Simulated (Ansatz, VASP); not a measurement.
**One calculation of Lu, two programs**

```
Lu
1.0
     3.30828    0.00000    0.00000
    -1.65414    2.86506    0.00000
     0.00000    0.00000    3.27158
Lu
1
Direct
  0.00000 0.00000 0.00000
```

Change from the starting cell: volume scaled by 1, norm-conserving files.

Alike in both runs: task single point; functional PBE; k mesh 13 × 13 × 12; occupations fermi-dirac, width 0.08 eV; no spin polarisation.

|  | VASP | Ansatz |
| --- | --- | --- |
| version | VASP 6.6.1 | Ansatz 0.2.0 |
| potentials or method | VASP PAW PBE potentials, release 64 (Lu) | scalar-relativistic |
| plane-wave cutoff (eV) | 520 | 1361 |
| valence electrons in the cell | 25 | 25 |

```tsv
	VASP	Ansatz	Ansatz less VASP
pressure (GPa)	-0.1	0.0	+0.05
```

Neither program's run includes spin-orbit coupling.
